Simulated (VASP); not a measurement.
A run of VASP 6.6.1:

Contents of INCAR:

```
SYSTEM = NaCl
PREC = Accurate
ENCUT = 520
EDIFF = 1E-6
ISMEAR = 0
SIGMA = 0.05
LREAL = .FALSE.
LASPH = .TRUE.
NELM = 60
ALGO = Normal
ISIF = 2
LWAVE = .FALSE.
LCHARG = .TRUE.
GGA = PE
LELF = .TRUE.
LVHAR = .TRUE.
NBANDS = 14
```

File KPOINTS:

```
Automatic mesh
0
G
  8 8 8
  0 0 0
```

File POSCAR:

```
NaCl
1.0
    0.0000000000      3.0762623834      2.3994846590
    3.0762623834      0.0000000000      2.3994846590
    3.0762623834      3.0762623834      0.0000000000
Na Cl
1 1
Direct
    0.0000000000      0.0000000000      0.0000000000
    0.5000000000      0.5000000000      0.5000000000
```

Potentials or basis: VASP PAW PBE potentials, release 64 (Na_pv, Cl).

Command:

```sh
$ cat potpaw_PBE.64/Na_pv/POTCAR potpaw_PBE.64/Cl/POTCAR > POTCAR
$ mpirun -np 1 vasp_std > vasp.out
```

Hardware: 1 thread of Intel Xeon 8259CL (shared host).

Question: How long does it take, and how much memory?

Answer: Run time: 58 s on 1 thread of Intel Xeon 8259CL, with other jobs on the host, peak memory 0.18 GiB. Counts: scf iterations 13, k points 59.
